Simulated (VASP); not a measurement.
BaO, 8 atoms in the cell. The cell holds a slab with vacuum, 8 atoms: a = 3.882 Å, b = 3.882 Å, c = 26.095 Å, α = 90.00°, β = 90.00°, γ = 120.00°. 

| Quantity | Value |
| --- | --- |
| Program | VASP 6.6.1 |
| Task | single point |
| Functional | PBEsol |
| Potentials or basis | VASP PAW PBE potentials, release 64 (O, Ba_sv) |
| Cutoff | 520 eV |
| k mesh | 9 × 9 × 1 |
| Occupations | gaussian, width 0.05 eV |
| Spin | no spin polarisation |
| Dipole correction | yes |
| Further INCAR settings | ALGO = Normal; EDIFF = 1e-06; NBANDS = 42 |

Potentials or basis: VASP PAW PBE potentials, release 64 (O, Ba_sv).

Run with:

```sh
$ cat potpaw_PBE.64/O/POTCAR potpaw_PBE.64/Ba_sv/POTCAR > POTCAR
$ mpirun -np 1 vasp_std > vasp.out
```

Hardware: 1 thread of Intel(R) Xeon(R) 6975P-C (Granite Rapids), on a shared host.

Question: Estimate the wall time of this run.

Answer: Run time: 3.7 min on 1 thread of Intel(R) Xeon(R) 6975P-C (Granite Rapids) (shared host), peak memory 0.5 GiB. Counts: scf iterations 33, k points 12.
